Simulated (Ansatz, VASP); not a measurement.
## One calculation of CdBiO4, two programs

```
Cd Bi O
1.0
     3.74721    0.00000    0.00000
    -1.87361    3.24518    0.00000
     0.00000    0.00000    6.18496
Cd Bi O
1 1 4
Direct
  0.00000 0.00000 0.00000
  0.00000 0.00000 0.50000
  0.33333 0.66667 0.74846
  0.33333 0.66667 0.25154
  0.66667 0.33333 0.74846
  0.66667 0.33333 0.25154
```

Change from the starting cell: species swapped into the HfTiB4 type (P6/mmm, No. 191).

Alike in both runs: task relaxation of cell and atoms; functional PBE; k mesh 12 × 12 × 6; occupations gaussian, width 0.1 eV; no spin polarisation.

```csv
,VASP,Ansatz
version,VASP 6.6.1,Ansatz 0.2.0
potentials or method,"VASP PAW PBE potentials, release 64 (Cd, Bi_d, O), cutoff 600 eV","scalar-relativistic, plane waves, PAW"
valence electrons in the cell,51,59
```

VASP gave:

```
gap on the k mesh at the Fermi level, each at its own relaxed structure (eV) : none
relaxed volume (Å³/atom)                                                     : 12.53
relaxed length of the cell vector where the two differ most in proportion (Å)              : 6.183
```

**Question.** Which values does Ansatz return?

**Answer.** gap on the k mesh at the Fermi level, each at its own relaxed structure (eV): none; relaxed volume (Å³/atom): 12.53; relaxed length of the cell vector where the two differ most in proportion (Å): 6.180.

A gap of «none» marks a metal or a gap that the smearing closes. VASP's potentials hold 51 valence electrons a cell and Ansatz's 59, so a difference there can come from the potentials and not from the codes.

Spin-orbit coupling is off throughout.
